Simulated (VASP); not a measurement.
# Li (Im-3m) in VASP: notebook

Li is run at these levels: r2SCAN; tasks: single point.

Program: VASP 6.6.1. These are calculated values, not measurements. Logs are shortened: lines on timing, memory, paths and dates and some standing lists are left out, and cuts for length are marked.

**1. The cell of the first run**

It takes space group Im-3m (No. 229, cubic). Conventional cell: a = 3.331 Å, b = 3.331 Å, c = 3.331 Å, α = 90.00°, β = 90.00°, γ = 90.00°. Within 3.8 Å of Li (site symmetry m-3m) lie 14 Li at 2.88 to 3.33 Å.

**2. Single point, r2SCAN (18.48 Å³/atom)**

POSCAR

```
Li
1.0
   -1.6654405064      1.6654405064      1.6654405064
    1.6654405064     -1.6654405064      1.6654405064
    1.6654405064      1.6654405064     -1.6654405064
Li
1
Direct
    0.0000000000      0.0000000000      0.0000000000
```

INCAR.step1

```
PREC = Accurate
ENCUT = 520
ISMEAR = -1
SIGMA = 0.1
LREAL = F
LASPH = T
NELM = 60
NBANDS = 8
GGA = PE
ALGO = Normal
EDIFF = 1E-4
LWAVE = T
LCHARG = F
```

INCAR.step2

```
PREC = Accurate
ENCUT = 520
EDIFF = 1E-6
ISMEAR = -1
SIGMA = 0.1
LREAL = F
LASPH = T
NELM = 60
ALGO = Normal
ISIF = 2
LWAVE = F
LCHARG = F
METAGGA = R2SCAN
LMIXTAU = T
NBANDS = 8
ISTART = 1
```

KPOINTS

```
regular mesh
0
Gamma
  21 21 21
```

Potentials or basis: VASP PAW PBE potentials, release 64 (Li_sv).

On the command line:

```sh
cat potpaw_PBE.64/Li_sv/POTCAR > POTCAR
cp INCAR.step1 INCAR
mpirun -np 1 vasp_std > vasp.out
cp INCAR.step2 INCAR
mpirun -np 1 vasp_std > vasp.out
```

OUTCAR:

```text
PREC = Accurate
   ENCUT = 520
   EDIFF = 1E-6
   ISMEAR = -1
   LREAL = F
   LASPH = T
   NELM = 60
   ISIF = 2
   METAGGA = R2SCAN
   ISTART = 1

 ion  position               nearest neighbor table
   1  0.000  0.000  0.000-

  LATTYP: Found a body centered cubic cell.
 ALAT       =     3.3308810128

  Lattice vectors:

 A1 = (  -1.6654405064,   1.6654405064,   1.6654405064)
 A2 = (   1.6654405064,  -1.6654405064,   1.6654405064)
 A3 = (   1.6654405064,   1.6654405064,  -1.6654405064)

Analysis of symmetry for initial positions (statically):
=====================================================================
 Subroutine PRICEL returns:
 Original cell was already a primitive cell.

 Routine SETGRP: Setting up the symmetry group for a
 body centered cubic supercell.

 Subroutine GETGRP returns: Found 48 space group operations
 (whereof 48 operations were pure point group operations)
 out of a pool of 48 trial point group operations.

The static configuration has the point symmetry O_h .

Analysis of symmetry for dynamics (positions and initial velocities):
=====================================================================
 Subroutine PRICEL returns:
 Original cell was already a primitive cell.

 Routine SETGRP: Setting up the symmetry group for a
 body centered cubic supercell.

 Subroutine GETGRP returns: Found 48 space group operations
 (whereof 48 operations were pure point group operations)
 out of a pool of 48 trial point group operations.

The dynamic configuration has the point symmetry O_h .

 Subroutine INISYM returns: Found 48 space group operations
 (whereof 48 operations are pure point group operations),
 and found     1 'primitive' translations

----------------------------------------------------------------------------------------

                                     Primitive cell

  volume of cell :      18.4777

  direct lattice vectors                    reciprocal lattice vectors
    -1.665440506  1.665440506  1.665440506     0.000000000  0.300220871  0.300220871
     1.665440506 -1.665440506  1.665440506     0.300220871  0.000000000  0.300220871
     1.665440506  1.665440506 -1.665440506     0.300220871  0.300220871  0.000000000

  length of vectors
     2.884627574  2.884627574  2.884627574     0.424576428  0.424576428  0.424576428

  position of ions in fractional coordinates (direct lattice)
     0.000000000  0.000000000  0.000000000

  ion indices of the primitive-cell ions
   primitive index   ion index
                 1           1

----------------------------------------------------------------------------------------

 KPOINTS: regular mesh

Automatic generation of k-mesh.
 Grid dimensions read from file:
 generate k-points for:   21   21   21

 Generating k-lattice:

  Cartesian coordinates                     Fractional coordinates (reciprocal lattice)
     0.000000000  0.014296232  0.014296232     0.047619048  0.000000000  0.000000000
     0.014296232  0.000000000  0.014296232     0.000000000  0.047619048  0.000000000
     0.014296232  0.014296232  0.000000000     0.000000000  0.000000000  0.047619048

  Length of vectors
     0.020217925  0.020217925  0.020217925

  Shift w.r.t. Gamma in fractional coordinates (k-lattice)
     0.000000000  0.000000000  0.000000000

 Subroutine IBZKPT returns following result:
 ===========================================

 Found    286 irreducible k-points:

 Following reciprocal coordinates:
            Coordinates               Weight
  0.000000  0.000000  0.000000      1.000000
  0.047619  0.000000  0.000000     12.000000
  0.095238  0.000000  0.000000     12.000000
  0.142857  0.000000  0.000000     12.000000
  0.190476  0.000000  0.000000     12.000000
  0.238095  0.000000  0.000000     12.000000
[... 16 lines left out ...]
  0.142857  0.095238  0.000000     48.000000
  0.190476  0.095238  0.000000     48.000000
 [... further k-points ...]
   k-points           NKPTS =    286   k-points in BZ     NKDIM =    286   number of bands    NBANDS=      8
   number of dos      NEDOS =    301   number of ions     NIONS =      1
   total plane-waves  NPLWV =  13824
   dimension x,y,z NGX =    24 NGY =   24 NGZ =   24
   dimension x,y,z NGXF=    48 NGYF=   48 NGZF=   48
   ions per type =               1
   NGX,Y,Z   is equivalent  to a cutoff of  13.83, 13.83, 13.83 a.u.
   NGXF,Y,Z  is equivalent  to a cutoff of  27.66, 27.66, 27.66 a.u.
 SYSTEM =  unknown system
   PREC   = accura    normal or accurate (medium, high low for compatibility)
   ISTART =      1    job   : 0-new  1-cont  2-samecut
   ICHARG =      0    charge: 1-file 2-atom 10-const
   ISPIN  =      1    spin polarized calculation?
   LNONCOLLINEAR =      F non collinear calculations
   LSORBIT =      F    spin-orbit coupling
   LASPH  =      T    aspherical Exc in radial PAW
   ENCUT  =  520.0 eV  38.22 Ry    6.18 a.u.   5.36  5.36  5.36*2*pi/ulx,y,z
   NELM   =     60;   NELMIN=  2; NELMDL=  0     # of ELM steps
   EDIFF  = 0.1E-05   stopping-criterion for ELM
   LREAL  =      F    real-space projection
   EDIFFG = 0.1E-04   stopping-criterion for IOM
   NSW    =      0    number of steps for IOM
   IBRION =     -1    ionic relax: 0-MD 1-quasi-New 2-CG
   NFREE  =      0    steps in history (QN), initial steepest desc. (CG)
   ISIF   =      2    stress and relaxation
   ISYM   =      2    0-nonsym 1-usesym 2-fastsym
   POTIM  = 0.5000    time-step for ionic-motion
   TEBEG  =    0.0;   TEEND  =   0.0 temperature during run
   PSTRESS=    0.0 pullay stress
   NELECT =       3.0000    total number of electrons
   NUPDOWN=      -1.0000    fix difference up-down
   EMIN   =  10.00;   EMAX   =-10.00  energy-range for DOS
   EFERMI =   0.00;   METHOD = LEGACY
   ISMEAR =    -1;   SIGMA  =   0.10  broadening in eV -4-tet -1-fermi 0-gaus
   EFERMI_NEDOS =   21; number of points for ismear=-14 and -15
   IALGO  =     38    algorithm
   IMIX   =      4    mixing-type and parameters
     AMIX     =   0.40;   BMIX     =  1.00
     AMIX_MAG =   1.60;   BMIX_MAG =  1.00
  volume/ion in A,a.u.               =      18.48       124.69
  Fermi-wavevector in a.u.,A,eV,Ry     =   0.893099  1.687712 10.852351  0.797625
  Thomas-Fermi vector in A             =   2.015133
   LORBIT       =      0    0 simple, 1 ext, 2 COOP (PROOUT), +10 PAW based schemes
   METAGGA = R2SCAN    functional components
   LHFCALC =     F    Hartree Fock is set to
   AEXX    =    0.0000 exact exchange contribution
   IVDW    =     0    specifies the selected vdW correction
   LEPSILON=     F    determine dielectric tensor
   LRPA    =     F    only Hartree local field effects (RPA)
 non-spin polarized calculation
  energy-cutoff  :      520.00
  volume of cell :       18.48
 maximum number of plane-waves:       531
 NGX is ok and might be reduce to    24
   NGX = 11   NGY = 11   NGZ = 11

 number of electron       3.0000004 magnetization

 Free energy of the ion-electron system (eV)
  ---------------------------------------------------
  ext. energy  EPLUGINS =         0.00000000
  ---------------------------------------------------
  free energy    TOTEN  =        -2.37423172 eV

  energy without entropy =       -2.35972774  energy(sigma->0) =       -2.36697973

 E-fermi :   0.9179     XC(G=0):  -7.6969

 val. band max:        0.8958524413   @ k =   0.2381   0.1905   0.0952
 cond. band min:       0.9196811985   @ k =   0.4286   0.0476   0.0000
 fundamental gap:      0.0238287573
 Fermi energy:         0.9178988470

 k-point     1 :       0.0000    0.0000    0.0000
  band No.  band energies     occupation
      1     -47.0194      2.00000
      2      -3.0957      2.00000
      3      18.3014      0.00000
      4      18.3023      0.00000
      5      18.3023      0.00000
      6      22.6725      0.00000
      7      22.6725      0.00000
      8      22.6729      0.00000

 k-point     2 :       0.0476    0.0000    0.0000
  band No.  band energies     occupation
      1     -47.0186      2.00000
      2      -3.0468      2.00000
      3      17.8915      0.00000
      4      17.9797      0.00000
      5      18.1961      0.00000
      6      21.9255      0.00000
      7      21.9556      0.00000
      8      23.1237      0.00000

 k-point     3 :       0.0952    0.0000    0.0000
  band No.  band energies     occupation
      1     -47.0166      2.00000
      2      -2.9021      2.00000
      3      16.6836      0.00000
      4      17.2598      0.00000
      5      17.8865      0.00000
      6      20.8751      0.00000
      7      20.9525      0.00000
      8      22.8546      0.00000

 k-point     4 :       0.1429    0.0000    0.0000
  band No.  band energies     occupation
      1     -47.0137      2.00000
      2      -2.6613      2.00000
      3      14.9916      0.00000
      4      16.4432      0.00000
      5      17.4187      0.00000
      6      19.8571      0.00000
      7      20.4583      0.00000
      8      22.7426      0.00000

 k-point     5 :       0.1905    0.0000    0.0000
  band No.  band energies     occupation
      1     -47.0098      2.00000
      2      -2.3231      2.00000
      3      13.1698      0.00000
      4      15.6607      0.00000
      5      16.8743      0.00000
      6      18.9515      0.00000
      7      20.2393      0.00000
      8      22.9148      0.00000
[... 177 lines left out ...]
 k-point    22 :       0.0952    0.0952    0.0000
  band No.  band energies     occupation
      1     -47.0119      2.00000
      2      -2.5161      2.00000
      3      14.8435      0.00000
      4      15.2077      0.00000
      5      16.6553      0.00000
      6      20.3289      0.00000
      7      20.5578      0.00000
      8      22.7760      0.00000

 k-point    23 :       0.1429    0.0952    0.0000
  band No.  band energies     occupation
      1     -47.0083      2.00000
      2      -2.1778      2.00000
      3      13.1589      0.00000
      4      14.3692      0.00000
      5      15.9950      0.00000
      6      20.1633      0.00000
      7      20.3804      0.00000
      8      23.0185      0.00000

 k-point    24 :       0.1905    0.0952    0.0000
  band No.  band energies     occupation
      1     -47.0043      2.00000
      2      -1.7433      2.00000
      3      11.4014      0.00000
      4      13.6890      0.00000
      5      15.3802      0.00000
      6      19.8621      0.00000
      7      20.3067      0.00000
      8      23.4104      0.00000

 [... further k-points ...]
[... 5 lines left out ...]
  --------------------------------------------------------------------------------------
  -------------------------------------------------------------------------------------
  Total        0.2072607      0.2072607      0.2072607      0.0000000      0.0000000     -0.0000000
  in kB       17.9713276     17.9713276     17.9713276      0.0000000      0.0000000     -0.0000000
  external PRESSURE =      17.9713276 kB  Pullay stress =       0.0000000 kB

 VOLUME and BASIS-vectors are now :
 -----------------------------------------------------------------------------
  energy-cutoff  :      520.00
  volume of cell :       18.48
      direct lattice vectors                 reciprocal lattice vectors
    -1.665440506  1.665440506  1.665440506     0.000000000  0.300220871  0.300220871
     1.665440506 -1.665440506  1.665440506     0.300220871  0.000000000  0.300220871
     1.665440506  1.665440506 -1.665440506     0.300220871  0.300220871  0.000000000

 POSITION                                       TOTAL-FORCE (eV/Angst)
 -----------------------------------------------------------------------------------
      0.00000      0.00000      0.00000         0.000000      0.000000      0.000000
 -----------------------------------------------------------------------------------
    total drift:                                0.000000      0.000000     -0.000000

  FREE ENERGIE OF THE ION-ELECTRON SYSTEM (eV)
  ---------------------------------------------------
  free  energy   TOTEN  =        -2.3742317209 eV

  energy  without entropy=       -2.3597277379  energy(sigma->0) =       -2.36697973
```

Wall time 2.2 min (1 thread of Intel Xeon Platinum 8375C at 2.90GHz (Ice Lake), shared host); peak memory 0.16 GiB.

Results:

```
Free energy            : -2.3742 eV
Band gap on the k mesh : zero (an odd number of electrons rules out a gap without spin polarisation)
```

Caveat: the cutoff is under 1.25 times the usual one of these potentials, so pressure, stress and relaxed cells hold a basis-set (Pulay) error; the PAW data sets were made with another functional, which shifts forces and pressure a little.

**3. Single point, r2SCAN (19.32 Å³/atom)**

This run uses another cell than the first one, of 19.32 Å³/atom.

POSCAR

```
Li
1.0
   -1.6903014927      1.6903014927      1.6903014927
    1.6903014927     -1.6903014927      1.6903014927
    1.6903014927      1.6903014927     -1.6903014927
Li
1
Direct
    0.0000000000      0.0000000000      0.0000000000
```

INCAR.step1

```
ALGO = Normal
EDIFF = 1E-4
ENCUT = 520
GGA = PE
ISMEAR = -1
LASPH = True
LCHARG = False
LREAL = False
LWAVE = True
NBANDS = 8
NELM = 100
PREC = Accurate
SIGMA = 0.1
```

INCAR.step2

```
ALGO = Normal
EDIFF = 1E-6
ENCUT = 520
ISIF = 2
ISMEAR = -1
ISTART = 1
LASPH = True
LCHARG = False
LMIXTAU = True
LREAL = False
LWAVE = False
METAGGA = R2SCAN
NBANDS = 8
NELM = 100
PREC = Accurate
SIGMA = 0.1
```

KPOINTS

```
k-points
0
Gamma
  21 21 21
```

Potentials or basis: VASP PAW PBE potentials, release 64 (Li_sv).

On the command line:

```sh
cat potpaw_PBE.64/Li_sv/POTCAR > POTCAR
cp INCAR.step1 INCAR
mpirun -np 1 vasp_std > vasp.out
cp INCAR.step2 INCAR
mpirun -np 1 vasp_std > vasp.out
```

Run time: 1.8 min. Hardware: 1 thread of Intel Xeon Platinum 8375C at 2.90GHz (Ice Lake), shared host; peak memory 0.15 GiB.

Results (log left out):

```yaml
Free_energy: -2.3823 eV
Band_gap_on_the_k_mesh: zero (an odd number of electrons rules out a gap without spin polarisation)
```

Levels at points of the mesh, in eV from the Fermi level:
| k point | band 1 | band 2 | band 3 | band 4 | band 5 |
| --- | --- | --- | --- | --- | --- |
| (0.00, 0.00, 0.00) | -48.00 | -3.96 | 16.85 | 16.85 | 16.85 |

Caveat: the cutoff is under 1.25 times the usual one of these potentials, so pressure, stress and relaxed cells hold a basis-set (Pulay) error; the PAW data sets were made with another functional, which shifts forces and pressure a little.

**4. Single point, r2SCAN (20.16 Å³/atom)**

This run uses another cell than the first one, of 20.16 Å³/atom.

POSCAR

```
Li
1.0
   -1.7144519197      1.7144519197      1.7144519197
    1.7144519197     -1.7144519197      1.7144519197
    1.7144519197      1.7144519197     -1.7144519197
Li
1
Direct
    0.0000000000      0.0000000000      0.0000000000
```

INCAR.step1

```
SYSTEM = Li
PREC = Accurate
ENCUT = 520
ISMEAR = -1
SIGMA = 0.1
LREAL = .FALSE.
LASPH = .TRUE.
NELM = 80
NBANDS = 8
GGA = PE
ALGO = Normal
EDIFF = 1E-4
LWAVE = .TRUE.
LCHARG = .FALSE.
```

INCAR.step2

```
SYSTEM = Li
PREC = Accurate
ENCUT = 520
EDIFF = 1E-7
ISMEAR = -1
SIGMA = 0.1
LREAL = .FALSE.
LASPH = .TRUE.
NELM = 80
ALGO = Normal
ISIF = 2
LWAVE = .FALSE.
LCHARG = .FALSE.
METAGGA = R2SCAN
LMIXTAU = .TRUE.
NBANDS = 8
ISTART = 1
```

KPOINTS

```
regular mesh
0
G
  21 21 21
  0 0 0
```

On the command line:

```sh
cat potpaw_PBE.64/Li_sv/POTCAR > POTCAR
cp INCAR.step1 INCAR
mpirun -np 1 vasp_std > vasp.out
cp INCAR.step2 INCAR
mpirun -np 1 vasp_std > vasp.out
```

It took 1.7 min on 1 thread of Intel Xeon Platinum 8375C at 2.90GHz (Ice Lake), shared host; peak memory 0.15 GiB.

The run converged. Its results:

* Free energy: -2.3864 eV
* Band gap on the k mesh: zero (an odd number of electrons rules out a gap without spin polarisation)

Levels at points of the mesh, in eV from the Fermi level:
```
           k point  band 1  band 2  band 3  band 4
(0.00, 0.00, 0.00)  -48.05   -3.90   16.35   16.35
```

Caveat: the cutoff is under 1.25 times the usual one of these potentials, so pressure, stress and relaxed cells hold a basis-set (Pulay) error; the PAW data sets were made with another functional, which shifts forces and pressure a little.

**5. Single point, r2SCAN**

This run uses another cell than the first one, of 21.00 Å³/atom.

POSCAR

```
Li
1.0
   -1.7379404812      1.7379404812      1.7379404812
    1.7379404812     -1.7379404812      1.7379404812
    1.7379404812      1.7379404812     -1.7379404812
Li
1
Direct
    0.0000000000      0.0000000000      0.0000000000
```

INCAR.step1

```
SYSTEM = Li
ALGO = Normal
EDIFF = 1E-4
ENCUT = 520
GGA = PE
ISMEAR = -1
LASPH = .True.
LCHARG = .False.
LREAL = .False.
LWAVE = .True.
NBANDS = 8
NELM = 80
PREC = Accurate
SIGMA = 0.1
```

INCAR.step2

```
SYSTEM = Li
ALGO = Normal
EDIFF = 1E-7
ENCUT = 520
ISIF = 2
ISMEAR = -1
ISTART = 1
LASPH = .True.
LCHARG = .False.
LMIXTAU = .True.
LREAL = .False.
LWAVE = .False.
METAGGA = R2SCAN
NBANDS = 8
NELM = 80
PREC = Accurate
SIGMA = 0.1
```

KPOINTS

```
k-points
0
Gamma
  21 21 21
  0 0 0
```

On the command line:

```sh
cat potpaw_PBE.64/Li_sv/POTCAR > POTCAR
cp INCAR.step1 INCAR
mpirun -np 1 vasp_std > vasp.out
cp INCAR.step2 INCAR
mpirun -np 1 vasp_std > vasp.out
```

Wall time 2.5 min (1 thread of Intel Xeon Platinum 8375C at 2.90GHz (Ice Lake), shared host); peak memory 0.16 GiB.

It converged, with:

```
Free energy            : -2.3888 eV
Band gap on the k mesh : zero (an odd number of electrons rules out a gap without spin polarisation)
```

Levels at points of the mesh, in eV from the Fermi level:
```
           k point  band 1  band 2  band 3  band 4  band 5  band 6
(0.00, 0.00, 0.00)  -48.17   -3.82   15.92   15.92   15.92   20.08
```

Caveat: the cutoff is under 1.25 times the usual one of these potentials, so pressure, stress and relaxed cells hold a basis-set (Pulay) error; the PAW data sets were made with another functional, which shifts forces and pressure a little.

(Continued in part 2 of 2.)

The gap in the log of VASP goes by the Fermi energy; the results here count the filled bands.